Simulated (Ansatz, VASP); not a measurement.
SrO in VASP and in Ansatz

```
CELL_PARAMETERS angstrom
-0.01285 2.56980 2.56980
2.56980 -0.01285 2.56980
2.55695 2.55695 0.00000
ATOMIC_POSITIONS crystal
Sr 0.00000 0.00000 0.00000
O 0.50000 0.50000 0.50000
```

Change from the starting cell: strain -0.0100 x Voigt [0, 0, 0, 0, 0, 1], atoms carried along.

Alike in both runs: task single point; functional PBE; k mesh 8 × 8 × 8; occupations gaussian, width 0.05 eV; no spin polarisation.

|  | VASP | Ansatz |
| --- | --- | --- |
| version | VASP 6.6.1 | Ansatz 0.2.0 |
| potentials or method | VASP PAW PBE potentials, release 64 (Sr_sv, O), cutoff 520 eV | scalar-relativistic, plane waves, PAW |
| valence electrons in the cell | 16 | 16 |

|  | VASP | Ansatz | Ansatz less VASP |
| --- | --- | --- | --- |
| gap on the k mesh at the Fermi level (eV) | 3.25 | 3.30 | +0.049 |
| least direct gap on the mesh (eV) | 3.34 | 3.38 | +0.038 |
| pressure (GPa) | 3.5 | 2.9 | -0.59 |
| traceless stress, the component that is largest in VASP (GPa) | 0.54 | 0.54 | 0.000 |

With one functional, cell and mesh, what is left measures potentials, basis and numerics.
